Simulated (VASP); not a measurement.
# HgS (F-43m) in VASP: settings compared, part 2 of 2

VASP 6.6.1. Earlier steps stand in the parts before.

## (4) Single point, PBEsol (volume scaled by 1.04)

Input file INCAR:

```
SYSTEM = HgS
PREC = Accurate ; ENCUT = 500
EDIFF = 1E-6 ; ISMEAR = 0
SIGMA = 0.05 ; LREAL = .FALSE.
LASPH = .TRUE. ; NELM = 120
ALGO = Normal ; ISIF = 2
LWAVE = .FALSE. ; LCHARG = .FALSE.
GGA = PS ; NBANDS = 16
GGA_COMPAT = .FALSE.
```

Input file KPOINTS:

```
regular mesh
0
G
  8 8 8
  0 0 0
```

Input file POSCAR:

```
HgS
1.0
    0.0000000000      2.9766977654      2.9766977654
    2.9766977654      0.0000000000      2.9766977654
    2.9766977654      2.9766977654      0.0000000000
Hg S
1 1
Direct
    0.0000000000      0.0000000000      0.0000000000
    0.7500000000      0.7500000000      0.7500000000
```

Potentials or basis: VASP PAW PBE potentials, release 64 (Hg, S).

The run is started by

```sh
cat potpaw_PBE.64/Hg/POTCAR potpaw_PBE.64/S/POTCAR > POTCAR
mpirun -np 1 vasp_std > vasp.out
```

OUTCAR:

```text
SYSTEM = HgS
   PREC = Accurate
   ENCUT = 500
   EDIFF = 1E-6
   ISMEAR = 0
   LREAL = .FALSE.
   LASPH = .TRUE.
   NELM = 120
   ISIF = 2
   GGA = PS

 ion  position               nearest neighbor table
   1  0.000  0.000  0.000-   2 2.58   2 2.58   2 2.58   2 2.58
   2  0.750  0.750  0.750-   1 2.58   1 2.58   1 2.58   1 2.58

  LATTYP: Found a face centered cubic cell.
 ALAT       =     5.9533955308

  Lattice vectors:

 A1 = (   0.0000000000,   2.9766977654,   2.9766977654)
 A2 = (   2.9766977654,   0.0000000000,   2.9766977654)
 A3 = (   2.9766977654,   2.9766977654,   0.0000000000)

Analysis of symmetry for initial positions (statically):
=====================================================================
 Subroutine PRICEL returns:
 Original cell was already a primitive cell.

 Routine SETGRP: Setting up the symmetry group for a
 face centered cubic supercell.

 Subroutine GETGRP returns: Found 24 space group operations
 (whereof 24 operations were pure point group operations)
 out of a pool of 48 trial point group operations.

The static configuration has the point symmetry T_d .

Analysis of symmetry for dynamics (positions and initial velocities):
=====================================================================
 Subroutine PRICEL returns:
 Original cell was already a primitive cell.

 Routine SETGRP: Setting up the symmetry group for a
 face centered cubic supercell.

 Subroutine GETGRP returns: Found 24 space group operations
 (whereof 24 operations were pure point group operations)
 out of a pool of 48 trial point group operations.

The dynamic configuration has the point symmetry T_d .

 Subroutine INISYM returns: Found 24 space group operations
 (whereof 24 operations are pure point group operations),
 and found     1 'primitive' translations

----------------------------------------------------------------------------------------

                                     Primitive cell

  volume of cell :      52.7514

  direct lattice vectors                    reciprocal lattice vectors
     0.000000000  2.976697765  2.976697765    -0.167971369  0.167971369  0.167971369
     2.976697765  0.000000000  2.976697765     0.167971369 -0.167971369  0.167971369
     2.976697765  2.976697765  0.000000000     0.167971369  0.167971369 -0.167971369

  length of vectors
     4.209686351  4.209686351  4.209686351     0.290934946  0.290934946  0.290934946

  position of ions in fractional coordinates (direct lattice)
     0.000000000  0.000000000  0.000000000
     0.750000000  0.750000000  0.750000000

  ion indices of the primitive-cell ions
   primitive index   ion index
                 1           1
                 2           2

----------------------------------------------------------------------------------------

 KPOINTS: regular mesh

Automatic generation of k-mesh.
 Grid dimensions read from file:
 generate k-points for:    8    8    8

 Generating k-lattice:

  Cartesian coordinates                     Fractional coordinates (reciprocal lattice)
    -0.020996421  0.020996421  0.020996421     0.125000000  0.000000000  0.000000000
     0.020996421 -0.020996421  0.020996421     0.000000000  0.125000000  0.000000000
     0.020996421  0.020996421 -0.020996421     0.000000000  0.000000000  0.125000000

  Length of vectors
     0.036366868  0.036366868  0.036366868

  Shift w.r.t. Gamma in fractional coordinates (k-lattice)
     0.000000000  0.000000000  0.000000000

 Subroutine IBZKPT returns following result:
 ===========================================

 Found     29 irreducible k-points:

 Following reciprocal coordinates:
            Coordinates               Weight
  0.000000  0.000000  0.000000      1.000000
  0.125000  0.000000  0.000000      8.000000
  0.250000  0.000000  0.000000      8.000000
  0.375000  0.000000  0.000000      8.000000
  0.500000  0.000000  0.000000      4.000000
  0.125000  0.125000  0.000000      6.000000
[... 16 lines left out ...]
  0.500000  0.250000  0.125000     48.000000
 -0.375000  0.250000  0.125000     24.000000
 [... further k-points ...]
   k-points           NKPTS =     29   k-points in BZ     NKDIM =     29   number of bands    NBANDS=     16
   number of dos      NEDOS =    301   number of ions     NIONS =      2
   total plane-waves  NPLWV =  32768
   dimension x,y,z NGX =    32 NGY =   32 NGZ =   32
   dimension x,y,z NGXF=    64 NGYF=   64 NGZF=   64
   ions per type =               1   1
   NGX,Y,Z   is equivalent  to a cutoff of  12.64, 12.64, 12.64 a.u.
   NGXF,Y,Z  is equivalent  to a cutoff of  25.27, 25.27, 25.27 a.u.
 SYSTEM =  HgS
   PREC   = accura    normal or accurate (medium, high low for compatibility)
   ISTART =      0    job   : 0-new  1-cont  2-samecut
   ICHARG =      2    charge: 1-file 2-atom 10-const
   ISPIN  =      1    spin polarized calculation?
   LNONCOLLINEAR =      F non collinear calculations
   LSORBIT =      F    spin-orbit coupling
   LASPH  =      T    aspherical Exc in radial PAW
   ENCUT  =  500.0 eV  36.75 Ry    6.06 a.u.   7.68  7.68  7.68*2*pi/ulx,y,z
   NELM   =    120;   NELMIN=  2; NELMDL= -5     # of ELM steps
   EDIFF  = 0.1E-05   stopping-criterion for ELM
   LREAL  =      F    real-space projection
   EDIFFG = 0.1E-04   stopping-criterion for IOM
   NSW    =      0    number of steps for IOM
   IBRION =     -1    ionic relax: 0-MD 1-quasi-New 2-CG
   NFREE  =      0    steps in history (QN), initial steepest desc. (CG)
   ISIF   =      2    stress and relaxation
   ISYM   =      2    0-nonsym 1-usesym 2-fastsym
   POTIM  = 0.5000    time-step for ionic-motion
   TEBEG  =    0.0;   TEEND  =   0.0 temperature during run
   PSTRESS=    0.0 pullay stress
   NELECT =      18.0000    total number of electrons
   NUPDOWN=      -1.0000    fix difference up-down
   EMIN   =  10.00;   EMAX   =-10.00  energy-range for DOS
   EFERMI =   0.00;   METHOD = LEGACY
   ISMEAR =     0;   SIGMA  =   0.05  broadening in eV -4-tet -1-fermi 0-gaus
   EFERMI_NEDOS =   21; number of points for ismear=-14 and -15
   IALGO  =     38    algorithm
   IMIX   =      4    mixing-type and parameters
     AMIX     =   0.40;   BMIX     =  1.00
     AMIX_MAG =   1.60;   BMIX_MAG =  1.00
  volume/ion in A,a.u.               =      26.38       177.99
  Fermi-wavevector in a.u.,A,eV,Ry     =   1.143987  2.161821 17.806016  1.308705
  Thomas-Fermi vector in A             =   2.280680
   LORBIT       =      0    0 simple, 1 ext, 2 COOP (PROOUT), +10 PAW based schemes
   GGA     = PS    functional components
   LHFCALC =     F    Hartree Fock is set to
   AEXX    =    0.0000 exact exchange contribution
   IVDW    =     0    specifies the selected vdW correction
   LEPSILON=     F    determine dielectric tensor
   LRPA    =     F    only Hartree local field effects (RPA)
 non-spin polarized calculation
 Gauss-broadening in eV      SIGMA  =   0.05
  energy-cutoff  :      500.00
  volume of cell :       52.75
 maximum number of plane-waves:      1363
   NGX = 15   NGY = 15   NGZ = 15

 number of electron      17.9999999 magnetization

 Free energy of the ion-electron system (eV)
  ---------------------------------------------------
  ext. energy  EPLUGINS =         0.00000000
  ---------------------------------------------------
  free energy    TOTEN  =        -5.26787387 eV

  energy without entropy =       -5.26772317  energy(sigma->0) =       -5.26779852

 E-fermi :   1.5235     XC(G=0):  -9.2692

 val. band max:        1.5083180020   @ k =   0.0000   0.0000   0.0000
 cond. band min:       2.2117680073   @ k =   0.1250   0.0000   0.0000
 fundamental gap:      0.7034500053
 Fermi energy:         1.5235493958

 k-point     1 :       0.0000    0.0000    0.0000
  band No.  band energies     occupation
      1     -11.4055      2.00000
      2      -5.2999      2.00000
      3      -5.2999      2.00000
      4      -5.2999      2.00000
      5      -4.4820      2.00000
      6      -4.4820      2.00000
[... 8 lines left out ...]
     15      13.0031      0.00000
     16      13.0031      0.00000

 k-point     2 :       0.1250    0.0000    0.0000
  band No.  band energies     occupation
      1     -11.3359      2.00000
      2      -5.2732      2.00000
      3      -5.2662      2.00000
      4      -5.2662      2.00000
      5      -4.4843      2.00000
      6      -4.4843      2.00000
[... 8 lines left out ...]
     15      12.3701      0.00000
     16      12.3701      0.00000
[... 387 lines left out ...]
      5      -4.4410      2.00000
      6      -4.3481      2.00000
[... 8 lines left out ...]
     15      13.7111      0.00000
     16      13.9701      0.00000

 k-point    24 :      -0.3750    0.2500    0.1250
  band No.  band energies     occupation
      1     -10.8282      2.00000
      2      -5.0613      2.00000
      3      -4.9928      2.00000
      4      -4.5441      2.00000
      5      -4.4546      2.00000
      6      -4.0590      2.00000
[... 8 lines left out ...]
     15      13.2703      0.00000
     16      14.0628      0.00000

 [... further k-points ...]
[... 5 lines left out ...]
  --------------------------------------------------------------------------------------
  -------------------------------------------------------------------------------------
  Total       -0.6068294     -0.6068294     -0.6068294     -0.0000000     -0.0000000     -0.0000000
  in kB      -18.4307499    -18.4307499    -18.4307499     -0.0000000     -0.0000000     -0.0000000
  external PRESSURE =     -18.4307499 kB  Pullay stress =       0.0000000 kB

 VOLUME and BASIS-vectors are now :
 -----------------------------------------------------------------------------
  energy-cutoff  :      500.00
  volume of cell :       52.75
      direct lattice vectors                 reciprocal lattice vectors
     0.000000000  2.976697765  2.976697765    -0.167971369  0.167971369  0.167971369
     2.976697765  0.000000000  2.976697765     0.167971369 -0.167971369  0.167971369
     2.976697765  2.976697765  0.000000000     0.167971369  0.167971369 -0.167971369

 POSITION                                       TOTAL-FORCE (eV/Angst)
 -----------------------------------------------------------------------------------
      0.00000      0.00000      0.00000         0.000000      0.000000      0.000000
      4.46505      4.46505      4.46505        -0.000000     -0.000000     -0.000000
 -----------------------------------------------------------------------------------
    total drift:                                0.000000      0.000000      0.000000

  FREE ENERGIE OF THE ION-ELECTRON SYSTEM (eV)
  ---------------------------------------------------
  free  energy   TOTEN  =        -5.2678738735 eV

  energy  without entropy=       -5.2677231732  energy(sigma->0) =       -5.26779852
```

It took 28 s on 1 thread of Intel Xeon 8259CL, shared host; peak memory 0.18 GiB.

Results:

* Free energy: -5.2679 eV
* Pressure: -1.8 GPa
* Band gap on the k mesh: zero (filled and empty bands touch)

Caveat: the PAW data sets were made with another functional, which shifts forces and pressure a little; spin-orbit coupling is left out, which moves the levels of the heavy elements.

## (5) Overview

| level | cell | gap on the mesh (eV) | pressure (GPa) |
| --- | --- | --- | --- |
| RPBE | a = 4.199 Å, angles 60.0°, 2 atoms | none | 3.8 |
| PBEsol | a = 4.183 Å, angles 60.0°, 2 atoms | none | -0.8 |
| PBEsol | a = 4.210 Å, angles 60.0°, 2 atoms | none | -1.8 |

Alike in all rows: task single point; potentials or basis VASP PAW PBE potentials, release 64 (Hg, S); no spin polarisation; k mesh 8 × 8 × 8; cutoff (eV) 500; smearing gaussian 0.05 eV.

Caveats: the PAW data sets were made with another functional, which shifts forces and pressure a little; spin-orbit coupling is left out, which moves the levels of the heavy elements.

Absolute energies hang on the potentials; compare differences alone.
